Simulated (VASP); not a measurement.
# Ge (I4_1/amd) in VASP: further runs, part 2 of 2

VASP 6.6.1.

**5. Single point, PBEsol (16.70 Å³/atom)**

This run uses another cell than the first one, of 16.70 Å³/atom.

Input file INCAR:

```
SYSTEM = Ge
  ALGO = Normal
  EDIFF = 1E-7
  ENCUT = 520
  GGA = PS
  ISIF = 2
  ISMEAR = 0
  LASPH = .TRUE.
  LCHARG = .FALSE.
  LREAL = .FALSE.
  LWAVE = .FALSE.
  NBANDS = 21
  NELM = 80
  PREC = Accurate
  SIGMA = 0.1
```

Input file KPOINTS:

```
k-points
0
G
  16 16 16
  0 0 0
```

Input file POSCAR:

```
Ge
1.0
   -2.4867682986      2.4867682986      1.3500929966
    2.4867682986     -2.4867682986      1.3500929966
    2.4867682986      2.4867682986     -1.3500929966
Ge
2
Direct
    0.2500000000      0.7500000000      0.5000000000
    0.5000000000      0.5000000000      0.0000000000
```

Potentials or basis: VASP PAW PBE potentials, release 64 (Ge_d).

Command:

```console
> cat potpaw_PBE.64/Ge_d/POTCAR > POTCAR
> mpirun -np 1 vasp_std > vasp.out
```

OUTCAR:

```text
SYSTEM = Ge
   EDIFF = 1E-7
   ENCUT = 520
   GGA = PS
   ISIF = 2
   ISMEAR = 0
   LASPH = .TRUE.
   LREAL = .FALSE.
   NELM = 80
   PREC = Accurate

 ion  position               nearest neighbor table
   1  0.250  0.750  0.500-   2 2.58   2 2.58   2 2.58   2 2.58
   2  0.500  0.500  0.000-   1 2.58   1 2.58   1 2.58   1 2.58

  LATTYP: Found a body centered tetragonal cell.
 ALAT       =     4.9735365972
 C/A-ratio  =     0.5429106513

  Lattice vectors:

 A1 = (  -2.4867682986,   2.4867682986,   1.3500929966)
 A2 = (   2.4867682986,  -2.4867682986,   1.3500929966)
 A3 = (   2.4867682986,   2.4867682986,  -1.3500929966)

Analysis of symmetry for initial positions (statically):
=====================================================================
 Subroutine PRICEL returns:
 Original cell was already a primitive cell.

 Routine SETGRP: Setting up the symmetry group for a
 body centered tetragonal supercell.

 Subroutine GETGRP returns: Found 16 space group operations
 (whereof  8 operations were pure point group operations)
 out of a pool of 16 trial point group operations.

The static configuration has the point symmetry D_2d.
 The point group associated with its full space group is D_4h.

Analysis of symmetry for dynamics (positions and initial velocities):
=====================================================================
 Subroutine PRICEL returns:
 Original cell was already a primitive cell.

 Routine SETGRP: Setting up the symmetry group for a
 body centered tetragonal supercell.

 Subroutine GETGRP returns: Found 16 space group operations
 (whereof  8 operations were pure point group operations)
 out of a pool of 16 trial point group operations.

The dynamic configuration has the point symmetry D_2d.
 The point group associated with its full space group is D_4h.

 Subroutine INISYM returns: Found 16 space group operations
 (whereof  8 operations are pure point group operations),
 and found     1 'primitive' translations

----------------------------------------------------------------------------------------

                                     Primitive cell

  volume of cell :      33.3960

  direct lattice vectors                    reciprocal lattice vectors
    -2.486768299  2.486768299  1.350092997     0.000000000  0.201064168  0.370344859
     2.486768299 -2.486768299  1.350092997     0.201064168  0.000000000  0.370344859
     2.486768299  2.486768299 -1.350092997     0.201064168  0.201064168  0.000000000

  length of vectors
     3.767065734  3.767065734  3.767065734     0.421404929  0.421404929  0.284347674

  position of ions in fractional coordinates (direct lattice)
     0.250000000  0.750000000  0.500000000
     0.500000000  0.500000000  0.000000000

  ion indices of the primitive-cell ions
   primitive index   ion index
                 1           1
                 2           2

----------------------------------------------------------------------------------------

 KPOINTS: k-points

Automatic generation of k-mesh.
 Grid dimensions read from file:
 generate k-points for:   16   16   16

 Generating k-lattice:

  Cartesian coordinates                     Fractional coordinates (reciprocal lattice)
     0.000000000  0.012566511  0.023146554     0.062500000  0.000000000 -0.000000000
     0.012566511  0.000000000  0.023146554     0.000000000  0.062500000 -0.000000000
     0.012566511  0.012566511  0.000000000     0.000000000  0.000000000  0.062500000

  Length of vectors
     0.026337808  0.026337808  0.017771730

  Shift w.r.t. Gamma in fractional coordinates (k-lattice)
     0.000000000  0.000000000  0.000000000

 Subroutine IBZKPT returns following result:
 ===========================================

 Found    349 irreducible k-points:

 Following reciprocal coordinates:
            Coordinates               Weight
  0.000000  0.000000  0.000000      1.000000
  0.062500  0.000000  0.000000      8.000000
  0.125000  0.000000  0.000000      8.000000
  0.187500  0.000000 -0.000000      8.000000
  0.250000  0.000000  0.000000      8.000000
  0.312500  0.000000  0.000000      8.000000
[... 16 lines left out ...]
 -0.125000  0.062500  0.000000     16.000000
 -0.062500  0.062500  0.000000      4.000000
 [... further k-points ...]
   k-points           NKPTS =    349   k-points in BZ     NKDIM =    349   number of bands    NBANDS=     21
   number of dos      NEDOS =    301   number of ions     NIONS =      2
   total plane-waves  NPLWV =  21952
   dimension x,y,z NGX =    28 NGY =   28 NGZ =   28
   dimension x,y,z NGXF=    56 NGYF=   56 NGZF=   56
   ions per type =               2
   NGX,Y,Z   is equivalent  to a cutoff of  12.36, 12.36, 12.36 a.u.
   NGXF,Y,Z  is equivalent  to a cutoff of  24.71, 24.71, 24.71 a.u.
 SYSTEM =  Ge
   PREC   = accura    normal or accurate (medium, high low for compatibility)
   ISTART =      0    job   : 0-new  1-cont  2-samecut
   ICHARG =      2    charge: 1-file 2-atom 10-const
   ISPIN  =      1    spin polarized calculation?
   LNONCOLLINEAR =      F non collinear calculations
   LSORBIT =      F    spin-orbit coupling
   LASPH  =      T    aspherical Exc in radial PAW
   ENCUT  =  520.0 eV  38.22 Ry    6.18 a.u.   7.00  7.00  7.00*2*pi/ulx,y,z
   NELM   =     80;   NELMIN=  2; NELMDL= -5     # of ELM steps
   EDIFF  = 0.1E-06   stopping-criterion for ELM
   LREAL  =      F    real-space projection
   EDIFFG = 0.1E-05   stopping-criterion for IOM
   NSW    =      0    number of steps for IOM
   IBRION =     -1    ionic relax: 0-MD 1-quasi-New 2-CG
   NFREE  =      0    steps in history (QN), initial steepest desc. (CG)
   ISIF   =      2    stress and relaxation
   ISYM   =      2    0-nonsym 1-usesym 2-fastsym
   POTIM  = 0.5000    time-step for ionic-motion
   TEBEG  =    0.0;   TEEND  =   0.0 temperature during run
   PSTRESS=    0.0 pullay stress
   NELECT =      28.0000    total number of electrons
   NUPDOWN=      -1.0000    fix difference up-down
   EMIN   =  10.00;   EMAX   =-10.00  energy-range for DOS
   EFERMI =   0.00;   METHOD = LEGACY
   ISMEAR =     0;   SIGMA  =   0.10  broadening in eV -4-tet -1-fermi 0-gaus
   EFERMI_NEDOS =   21; number of points for ismear=-14 and -15
   IALGO  =     38    algorithm
   IMIX   =      4    mixing-type and parameters
     AMIX     =   0.40;   BMIX     =  1.00
     AMIX_MAG =   1.60;   BMIX_MAG =  1.00
  volume/ion in A,a.u.               =      16.70       112.68
  Fermi-wavevector in a.u.,A,eV,Ry     =   1.543699  2.917169 32.422790  2.383008
  Thomas-Fermi vector in A             =   2.649325
   LORBIT       =      0    0 simple, 1 ext, 2 COOP (PROOUT), +10 PAW based schemes
   GGA     = PS    functional components
   LHFCALC =     F    Hartree Fock is set to
   AEXX    =    0.0000 exact exchange contribution
   IVDW    =     0    specifies the selected vdW correction
   LEPSILON=     F    determine dielectric tensor
   LRPA    =     F    only Hartree local field effects (RPA)
 non-spin polarized calculation
 Gauss-broadening in eV      SIGMA  =   0.10
  energy-cutoff  :      520.00
  volume of cell :       33.40
 maximum number of plane-waves:       922
   NGX = 13   NGY = 13   NGZ = 13

 number of electron      27.9999987 magnetization

 Free energy of the ion-electron system (eV)
  ---------------------------------------------------
  ext. energy  EPLUGINS =         0.00000000
  ---------------------------------------------------
  free energy    TOTEN  =        -9.45153638 eV

  energy without entropy =       -9.44802342  energy(sigma->0) =       -9.44977990

 E-fermi :   7.8781     XC(G=0): -12.0059

 val. band max:        7.8673968759   @ k =   0.4375   0.1875  -0.0000
 cond. band min:       7.8824520595   @ k =  -0.0625   0.3125   0.0625
 fundamental gap:      0.0150551836
 Fermi energy:         7.8780606648

 k-point     1 :       0.0000    0.0000    0.0000
  band No.  band energies     occupation
      1     -16.9313      2.00000
      2     -16.8670      2.00000
      3     -16.8371      2.00000
      4     -16.8284      2.00000
      5     -16.6820      2.00000
      6     -16.6820      2.00000
[... 13 lines left out ...]
     20      20.0010      0.00000
     21      20.9985      0.00000
[... 529 lines left out ...]
 k-point    24 :      -0.0625    0.0625    0.0000
  band No.  band energies     occupation
      1     -16.9285      2.00000
      2     -16.8676      2.00000
      3     -16.8344      2.00000
      4     -16.8300      2.00000
      5     -16.6832      2.00000
      6     -16.6805      2.00000
[... 13 lines left out ...]
     20      20.3663      0.00000
     21      20.9920      0.00000

 [... further k-points ...]

------------------------ aborting loop because EDIFF is reached ----------------------------------------

  FORCE on cell =-STRESS in cart. coord.  units (eV):
  Direction    XX          YY          ZZ          XY          YZ          ZX
  --------------------------------------------------------------------------------------
  -------------------------------------------------------------------------------------
  Total        1.9535088      1.9535088      1.9394330      0.0000000      0.0000000      0.0000000
  in kB       93.7198628     93.7198628     93.0445728      0.0000000      0.0000000      0.0000000
  external PRESSURE =      93.4947661 kB  Pullay stress =       0.0000000 kB

 VOLUME and BASIS-vectors are now :
 -----------------------------------------------------------------------------
  energy-cutoff  :      520.00
  volume of cell :       33.40
      direct lattice vectors                 reciprocal lattice vectors
    -2.486768299  2.486768299  1.350092997     0.000000000  0.201064168  0.370344859
     2.486768299 -2.486768299  1.350092997     0.201064168  0.000000000  0.370344859
     2.486768299  2.486768299 -1.350092997     0.201064168  0.201064168  0.000000000

 POSITION                                       TOTAL-FORCE (eV/Angst)
 -----------------------------------------------------------------------------------
      2.48677     -0.00000      0.67505        -0.000000      0.000000     -0.000000
      0.00000      0.00000      1.35009         0.000000     -0.000000      0.000000
 -----------------------------------------------------------------------------------
    total drift:                                0.000000     -0.000000      0.000000

  FREE ENERGIE OF THE ION-ELECTRON SYSTEM (eV)
  ---------------------------------------------------
  free  energy   TOTEN  =        -9.4515363767 eV

  energy  without entropy=       -9.4480234247  energy(sigma->0) =       -9.44977990
```

OSZICAR:

```text
N       E                     dE             d eps       ncg     rms          rms(c)
DAV:   1     0.170656308498E+03    0.17066E+03   -0.13894E+04 16953   0.394E+03
DAV:   2     0.127332808820E+02   -0.15792E+03   -0.15291E+03 14743   0.586E+02
DAV:   3    -0.895136088279E+01   -0.21685E+02   -0.21501E+02 16666   0.130E+02
DAV:   4    -0.950617264193E+01   -0.55481E+00   -0.55430E+00 16462   0.243E+01
DAV:   5    -0.951378554573E+01   -0.76129E-02   -0.76127E-02 16662   0.302E+00    0.261E+00
DAV:   6    -0.947062725195E+01    0.43158E-01   -0.32928E-02 19993   0.342E+00    0.142E+00
DAV:   7    -0.945216459003E+01    0.18463E-01   -0.19181E-02 20047   0.222E+00    0.143E-01
DAV:   8    -0.945153228829E+01    0.63230E-03   -0.25749E-03 18229   0.969E-01    0.525E-02
DAV:   9    -0.945153632853E+01   -0.40402E-05   -0.65255E-05 18741   0.110E-01    0.105E-02
DAV:  10    -0.945153650886E+01   -0.18034E-06   -0.28862E-06 19819   0.195E-02    0.166E-03
DAV:  11    -0.945153639488E+01    0.11398E-06   -0.61419E-08 10816   0.398E-03    0.200E-04
DAV:  12    -0.945153637669E+01    0.18194E-07   -0.22429E-08  9184   0.259E-03
   1 F= -.94515364E+01 E0= -.94497799E+01  d E =-.351295E-02
```

stdout:

```text
POSCAR found type information on POSCAR Ge
 POSCAR found :  1 types and       2 ions
 scaLAPACK will be used
 -----------------------------------------------------------------------------
|                                                                             |
|                                                                             |
|     You enforced a specific xc type in the INCAR file but a different       |
|     I HOPE YOU KNOW WHAT YOU ARE DOING!                                     |
|                                                                             |
 -----------------------------------------------------------------------------

 LDA part: xc-table for (Slater+PW92), standard interpolation
 POSCAR, INCAR and KPOINTS ok, starting setup
 FFT: planning ... GRIDC
 FFT: planning ... GRID_SOFT
 FFT: planning ... GRID
 WAVECAR not read
 entering main loop
```

Run time: 2.8 min. Hardware: 1 thread of Intel Xeon Platinum 8375C at 2.90GHz (Ice Lake), shared host; peak memory 0.3 GiB.

Results:

| Item | Value |
| --- | --- |
| Free energy | -9.4515 eV |
| Pressure | 9.3 GPa |
| Band gap on the k mesh | zero (bands 14 and 15 overlap by 5.99 eV) |

Caveat: the cell stands under pressure; the PAW data sets were made with another functional, which shifts forces and pressure a little.

**6. Single point, PBEsol (17.25 Å³/atom)**

Input file INCAR:

```
SYSTEM = Ge
ALGO = Normal ; EDIFF = 1E-6
ENCUT = 520 ; GGA = PS
ISIF = 2 ; ISMEAR = 0
LASPH = .TRUE. ; LCHARG = .TRUE.
LELF = .TRUE. ; LREAL = .FALSE.
LVHAR = .TRUE. ; LWAVE = .FALSE.
NBANDS = 21 ; NELM = 100
PREC = Accurate ; SIGMA = 0.1
```

KPOINTS is that of step 5.

Input file POSCAR:

```
Ge
1.0
   -2.5127387633      2.5127387633      1.3659226645
    2.5127387633     -2.5127387633      1.3659226645
    2.5127387633      2.5127387633     -1.3659226645
Ge
2
Direct
    0.2500000000      0.7500000000      0.5000000000
    0.5000000000      0.5000000000      0.0000000000
```

Potentials or basis: VASP PAW PBE potentials, release 64 (Ge_d).

Command:

```console
> cat potpaw_PBE.64/Ge_d/POTCAR > POTCAR
> mpirun -np 1 vasp_std > vasp.out
```

Wall time 2.5 min (1 thread of Intel Xeon Platinum 8375C at 2.90GHz (Ice Lake), shared host); peak memory 0.31 GiB.

Results (log left out):

```
Free energy            : -9.5034 eV
Pressure               : 5.6 GPa
Band gap on the k mesh : zero (bands 14 and 15 overlap by 5.78 eV)
```

Levels at points of the mesh, in eV from the Fermi level:
| k point | band 11 | band 12 | band 13 | band 14 | band 15 | band 16 | band 17 | band 18 |
| --- | --- | --- | --- | --- | --- | --- | --- | --- |
| (0.00, 0.00, 0.00) | -13.96 | -3.81 | -2.56 | -2.56 | 3.08 | 8.09 | 8.09 | 8.69 |
| (0.50, 0.00, 0.00) | -8.25 | -6.74 | -2.54 | -2.20 | -1.52 | 2.34 | 3.80 | 5.90 |
| (0.50, 0.50, 0.00) | -11.05 | -11.05 | 0.59 | 0.59 | 2.09 | 2.09 | 7.94 | 7.94 |
| (0.50, 0.50, 0.50) | -9.11 | -9.11 | -6.42 | -6.42 | 6.43 | 6.43 | 11.89 | 11.89 |

Caveat: the cell stands under pressure; the PAW data sets were made with another functional, which shifts forces and pressure a little.

**7. Overview**

| task | cell | cutoff (eV) | gap on the mesh (eV) | pressure (GPa) |
| --- | --- | --- | --- | --- |
| relaxation of shape and atoms at fixed volume | relaxed from a = 3.806 Å, angles 97.4, 97.4, 137.9°, 2 atoms | 600 | none | 5.7 |
| relaxation of shape and atoms at fixed volume | relaxed from a = 3.845 Å, angles 97.4, 97.4, 137.9°, 2 atoms | 600 | none | 2.7 |
| single point | a = 3.727 Å, angles 97.3, 97.3, 138.1°, 2 atoms | 520 | none | 13.6 |
| single point | a = 3.767 Å, angles 97.4, 97.4, 138.0°, 2 atoms | 520 | none | 9.3 |
| single point | a = 3.807 Å, angles 97.4, 97.4, 137.9°, 2 atoms | 520 | none | 5.6 |

Alike in all rows: level PBEsol; potentials or basis VASP PAW PBE potentials, release 64 (Ge_d); no spin polarisation; k mesh 16 × 16 × 16; smearing gaussian 0.1 eV.

Caveats: the PAW data sets were made with another functional, which shifts forces and pressure a little; the cell stands under pressure (at least some runs).

Total energies depend on the potentials used, so only differences within one code and one set of settings carry meaning.
